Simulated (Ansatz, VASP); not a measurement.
**One calculation of CdSe, two programs**

Contents of INCAR:

```
SYSTEM = CdSe
PREC     = Accurate       ! precision mode
ENCUT    = 520            ! plane-wave cutoff, eV
EDIFF    = 1E-7           ! SCF threshold, eV
ISMEAR   = 0              ! smearing method
SIGMA    = 0.05           ! smearing width, eV
LREAL    = .FALSE.        ! projectors in reciprocal space
LASPH    = .TRUE.         ! aspherical terms in the spheres
NELM     = 80             ! most SCF steps
ALGO     = Normal         ! electronic algorithm
ISIF     = 2              ! what is computed and relaxed
LWAVE    = .FALSE.        ! write WAVECAR
LCHARG   = .FALSE.        ! write CHGCAR
GGA      = PE             ! functional
NBANDS   = 16             ! bands
```

The input KPOINTS:

```
Automatic mesh
0
G
  10 10 10
  0 0 0
```

File POSCAR:

```
CdSe
1.0
    0.0000000000      3.1695016787      3.1695016787
    3.1695016787      0.0000000000      3.1695016787
    3.3463598723      3.3463598723     -0.1768581937
Cd Se
1 1
Direct
    0.0000000000      0.0000000000      0.0000000000
    0.7500000000      0.7500000000      0.7500000000
```

Input for Ansatz:

```yaml
crystal:
  lattice:
    - [0.0, 3.1695016787, 3.1695016787]
    - [3.1695016787, 0.0, 3.1695016787]
    - [3.3463598723, 3.3463598723, -0.1768581937]
  atoms:
    - { symbol: Cd, position: [0.0, 0.0, 0.0] }
    - { symbol: Se, position: [0.75, 0.75, 0.75] }
basis:
  ecutwfc: 420
kpoints:
  mp_grid: { grid: [10, 10, 10] }
hamiltonian:
  xc: pbe
scf:
  occupations: { method: gaussian, width: 0.05 }
output:
  forces: true
  stress: true
  eigenvalues: true
```

Alike in both runs: task single point; functional PBE; k mesh 10 × 10 × 10; occupations gaussian, width 0.05 eV; no spin polarisation.

|  | VASP | Ansatz |
| --- | --- | --- |
| version | VASP 6.6.1 | Ansatz 0.2.0 |
| potentials or method | VASP PAW PBE potentials, release 64 (Cd, Se), cutoff 520 eV | scalar-relativistic, plane waves, PAW |
| valence electrons in the cell | 18 | 36 |

```tsv
	VASP	Ansatz	Ansatz less VASP
gap on the k mesh at the Fermi level (eV)	0.25	0.25	+0.004
least direct gap on the mesh (eV)	0.25	0.25	+0.004
pressure (GPa)	-4.2	-4.4	-0.13
traceless stress, the component that is largest in VASP (GPa)	-0.91	-0.89	+0.024
rms of the force components (eV/Å)	0.008	0.002	-0.0061
```

Atom by atom the forces differ by 0.006 eV/Å (rms over components). VASP's potentials hold 18 valence electrons a cell and Ansatz's 36, so a difference there can come from the potentials and not from the codes.
